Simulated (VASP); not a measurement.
## WS2: relaxation of shape and atoms at fixed volume with LDA

Crystal: WS2.

```
W S
1.0
     3.16521    0.00000    0.00000
    -1.58260    2.74115    0.00000
     0.00000    0.00000   12.57822
W S
2 4
Direct
  0.33333 0.66667 0.25000
  0.66667 0.33333 0.75000
  0.33333 0.66667 0.62475
  0.66667 0.33333 0.12475
  0.33333 0.66667 0.87525
  0.66667 0.33333 0.37525
```

- Program: VASP 6.6.1
- Task: relaxation of shape and atoms at fixed volume
- Functional: LDA
- Potentials or basis: VASP PAW LDA potentials, release 64 (W_sv, S)
- Cutoff: 500 eV
- k mesh: 12 × 12 × 4
- Occupations: gaussian, width 0.02 eV
- Spin: no spin polarisation
- Dipole correction: no
- Further INCAR settings: ALGO = Normal; EDIFF = 1e-07; IBRION = 2; EDIFFG = -0.01; NSW = 50; ISIF = 4

```yaml
Energy_gained_by_relaxing: 5.5 meV/atom
Ionic_steps: 6
Pressure_after_relaxing: -1.5 GPa
Largest_force_after_relaxing: 0.010 eV/Å
Band_gap_on_the_k_mesh: 1.11 eV (least direct gap 1.87 eV)
```

Forces on the atoms (eV/Å):
```
W    0.000  0.000  0.000
W    0.000  0.000  0.000
S    0.000  0.000 -0.010
S    0.000  0.000 -0.010
S    0.000  0.000  0.010
S    0.000  0.000  0.010
```

Step by step:
| step | energy change (eV) | largest force (eV/Å) | pressure (GPa) | volume (Å³) |
| --- | --- | --- | --- | --- |
| 1 | 0.0000 | 0.4585 | -5.24 | 109.13 |
| 2 | -0.0193 | 0.0051 | -2.94 | 109.13 |
| 3 | -0.0193 | 0.0244 | -3.08 | 109.13 |
| 4 | -0.0296 | 0.0074 | -2.27 | 109.13 |
| 5 | -0.0329 | 0.0113 | -1.37 | 109.13 |
| 6 | -0.0330 | 0.0099 | -1.45 | 109.13 |

Final structure:
```yaml
crystal:
  lattice:
    - [3.14188, 0.00000, 0.00000]
    - [-1.57094, 2.72095, 0.00000]
    - [0.00000, 0.00000, 12.76570]
  atoms:
    - { symbol: W, position: [0.33333, 0.66667, 0.25000] }
    - { symbol: W, position: [0.66667, 0.33333, 0.75000] }
    - { symbol: S, position: [0.33333, 0.66667, 0.62776] }
    - { symbol: S, position: [0.66667, 0.33333, 0.12776] }
    - { symbol: S, position: [0.33333, 0.66667, 0.87224] }
    - { symbol: S, position: [0.66667, 0.33333, 0.37224] }
```

Levels at points of the mesh, in eV from the valence-band top:
| k point | band 24 | band 25 | band 26 | band 27 | band 28 | band 29 |
| --- | --- | --- | --- | --- | --- | --- |
| (0.00, 0.00, 0.00) | -1.66 | -1.12 | 0.00 | 2.46 | 2.46 | 2.47 |
| (0.50, 0.00, 0.00) | -1.63 | -1.53 | -1.42 | 2.45 | 2.48 | 2.74 |
| (0.00, 0.00, 0.50) | -2.12 | -0.33 | -0.33 | 2.46 | 2.46 | 2.46 |
| (0.50, 0.00, 0.50) | -1.70 | -1.47 | -1.47 | 2.46 | 2.46 | 2.89 |

Wall time 17 min on 1 thread of Intel Xeon 8259CL (shared host), peak memory 0.29 GiB.

Caveat: spin-orbit coupling is left out, which moves the levels of the heavy elements. A k mesh can miss the band edges.
